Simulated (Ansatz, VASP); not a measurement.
# One calculation of MoN2, two programs

File INCAR:

```
PREC = Accurate
ENCUT = 910
EDIFF = 1E-6
ISMEAR = -1
SIGMA = 0.05
LREAL = False
LASPH = True
NELM = 120
ALGO = Normal
ISIF = 2
LWAVE = False
LCHARG = False
NBANDS = 33
GGA_COMPAT = False
```

File KPOINTS:

```
Automatic mesh
0
Gamma
  6 6 10
```

Contents of POSCAR:

```
MoN2
1.0
    4.3480530000      0.0000000000      0.0000000000
    0.0000000000      4.3480530000      0.0000000000
    0.0000000000      0.0000000000      2.7674600000
Mo N
2 4
Direct
    0.0000000000      0.0000000000      0.0000000000
    0.5000000000      0.5000000000      0.0000000000
    0.6116470000      0.8883530000      0.5000000000
    0.3883530000      0.1116470000      0.5000000000
    0.1116470000      0.6116470000      0.5000000000
    0.8883530000      0.3883530000      0.5000000000
```

input.yaml

```yaml
crystal:
  lattice:
    - [4.348053, 0.0, 0.0]
    - [0.0, 4.348053, 0.0]
    - [0.0, 0.0, 2.76746]
  atoms:
    - { symbol: Mo, position: [0.0, 0.0, 0.0] }
    - { symbol: Mo, position: [0.5, 0.5, 0.0] }
    - { symbol: "N", position: [0.611647, 0.888353, 0.5] }
    - { symbol: "N", position: [0.388353, 0.111647, 0.5] }
    - { symbol: "N", position: [0.111647, 0.611647, 0.5] }
    - { symbol: "N", position: [0.888353, 0.388353, 0.5] }
hamiltonian:
  xc: lda
  pseudopotentials: { kind: paw }
kpoints:
  mp_grid: { grid: [6, 6, 10] }
  band_path:
    path:
      - [[0.0, 0.0, 0.0], [0.0, 0.5, 0.0], [0.5, 0.5, 0.0], [0.0, 0.0, 0.0], [0.0, 0.0, 0.5], [0.0, 0.5, 0.5], [0.5, 0.5, 0.5], [0.0, 0.0, 0.5]]
      - [[0.0, 0.5, 0.0], [0.0, 0.5, 0.5]]
      - [[0.5, 0.5, 0.0], [0.5, 0.5, 0.5]]
    npoints: 14
scf:
  occupations: { method: fermi_dirac, width: 0.05 }
  n_extra_bands: 15
output:
  forces: true
  stress: true
  eigenvalues: true
  fatbands: true
  write_density: true
  write_potential: true
  elf: true
  volumetric_format: npy
```

Alike in both runs: functional LDA; k mesh 6 × 6 × 10; occupations fermi-dirac, width 0.05 eV; no spin polarisation.

```csv
,VASP,Ansatz
version,VASP 6.6.1,Ansatz 0.2.0
potentials or method,"VASP PAW LDA potentials, release 64 (Mo_sv, N_h)",Ansatz PAW
plane-wave cutoff (eV),910,420
valence electrons in the cell,48,48
task,single point,band structure
```

Ansatz gave:

```
gap on the k mesh at the Fermi level (eV) : none
rms of the force components (eV/Å)        : 0.098
```

**Question.** Which values does VASP return?

**Answer.** gap on the k mesh at the Fermi level (eV): none; rms of the force components (eV/Å): 0.056.

LDA's correlation is that of Perdew and Zunger in VASP and of Perdew and Wang (1992) in Ansatz. Atom by atom the forces differ by 0.041 eV/Å (rms over components). A gap of «none» marks a metal or a gap that the smearing closes.

Noted on VASP's run: the cutoff is short for stress, so the pressure is rough.
